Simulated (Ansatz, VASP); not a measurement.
**WS2 in VASP and in Ansatz**

Contents of INCAR:

```
SYSTEM = WS2
ALGO = Normal ; EDIFF = 1E-7
ENCUT = 520 ; GGA = PS
ISIF = 2 ; ISMEAR = 0
IVDW = 12 ; LASPH = .True.
LCHARG = .False. ; LREAL = .False.
LWAVE = .False. ; NBANDS = 20
NELM = 80 ; PREC = Accurate
SIGMA = 0.05
```

KPOINTS

```
k-points
0
Gamma
  12 12 2
  0 0 0
```

File POSCAR:

```
WS2
1.0
    3.0458396072      0.0000000000      0.0000000000
   -1.5229198036      2.6377744757      0.0000000000
    0.0000000000      0.0000000000     16.5140973520
W S
1 2
Direct
    0.3359117343      0.6718234686      0.0000000000
    0.6592740711      0.3185481421      0.9071511715
    0.6592740711      0.3185481421      0.0928488285
```

Input for Ansatz:

```yaml
crystal:
  lattice:
    - [3.0458396072, 0.0, 0.0]
    - [-1.5229198036, 2.6377744757, 0.0]
    - [0.0, 0.0, 16.514097352]
  atoms:
    - { symbol: W, position: [0.3359117343, 0.6718234686, 0.0] }
    - { symbol: S, position: [0.6592740711, 0.3185481421, 0.9071511715] }
    - { symbol: S, position: [0.6592740711, 0.3185481421, 0.0928488285] }
basis:
  ecutwfc: 420
kpoints:
  mp_grid: { grid: [12, 12, 2] }
hamiltonian:
  xc: pbesol
  pseudopotentials: { kind: paw, azcp: { folder: soft_1 } }
  dispersion: d3bj
scf:
  occupations: { method: gaussian, width: 0.05 }
output:
  forces: true
  stress: true
  eigenvalues: true
```

Change from the starting cell: mode 7 frozen in at -0.040 Å, equal normal strain along x, y and z -0.0250.

Alike in both runs: task single point; functional PBEsol; dispersion D3(BJ); k mesh 12 × 12 × 2; occupations gaussian, width 0.05 eV; no spin polarisation.

```csv
,VASP,Ansatz
version,VASP 6.6.1,Ansatz 0.2.0
potentials or method,"VASP PAW PBE potentials, release 64 (W_sv, S), cutoff 520 eV","scalar-relativistic, plane waves, PAW"
valence electrons in the cell,26,26
```

Ansatz gave:

- gap on the k mesh at the Fermi level (eV): 2.04
- least direct gap on the mesh (eV): 2.24
- rms of the force components (eV/Å): 0.983

Which values does VASP return?

gap on the k mesh at the Fermi level (eV): 2.04; least direct gap on the mesh (eV): 2.25; rms of the force components (eV/Å): 0.991.

VASP's potentials were made for PBE, not for PBEsol, and Ansatz warns of the same on its side. Atom by atom the forces differ by 0.010 eV/Å (rms over components).

Spin-orbit coupling is off throughout.
